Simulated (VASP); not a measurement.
Write the native input for VASP 6.6.1 that does the following.

| Item | Value |
| --- | --- |
| Task | electric field gradients |
| Functional | LDA |
| Potentials or basis | VASP PAW LDA potentials, release 64 (Sb) |
| Cutoff | 520 eV |
| k mesh | 12 × 12 × 7 |
| Occupations | fermi-dirac, width 0.03 eV |
| Spin | no spin polarisation |
| Dipole correction | no |
| Further INCAR settings | ALGO = Normal; EDIFF = 1e-08; NBANDS = 12 |

The structure of Sb lies in POSCAR:

```
Sb
1.0
    3.3690001795     -0.0168450009     -0.0168450009
   -1.6990882885      2.9260622412     -0.0061656983
   -0.0266500000     -0.0266500000      5.3300000000
Sb
2
Direct
    0.3333333333      0.6666666667      0.2500000000
    0.6666666667      0.3333333333      0.7500000000
```

This cell differs from its parent crystal: equal xy, yz and zx shear strains of -1 %.

These files were run (other wordings do the same):

INCAR

```
SYSTEM = Sb
PREC = Accurate
ENCUT = 520
EDIFF = 1E-8
ISMEAR = -1
SIGMA = 0.03
LREAL = .FALSE.
LASPH = .TRUE.
NELM = 60
ALGO = Normal
ISIF = 2
LWAVE = .FALSE.
LCHARG = .FALSE.
LEFG = .TRUE.
NBANDS = 12
```

KPOINTS

```
regular mesh
0
G
  12 12 7
  0 0 0
```

Potentials or basis: VASP PAW LDA potentials, release 64 (Sb).

Launch:

```console
$ cat potpaw_LDA.64/Sb/POTCAR > POTCAR
$ mpirun -np 1 vasp_std > vasp.out
```

Results of the run:

The pressure is -1.3 GPa. The largest force is 0.017 eV/Å and the band gap on the k mesh is zero (bands 5 and 6 overlap by 6.80 eV). The largest electric field gradient by atom is Sb +24.5 V/Å².

Caveat: the cell differs from its parent crystal (equal xy, yz and zx shear strains of -1 %); without QUAD_EFG the Cq values of the log hold for a quadrupole moment of 1 mb, not for the nuclei; spin-orbit coupling is left out, which moves the levels of the heavy elements.

Run time: 4.3 min on 1 thread of Oxide Virtual Turin-like Processor, with other jobs on the host, peak memory 0.33 GiB.
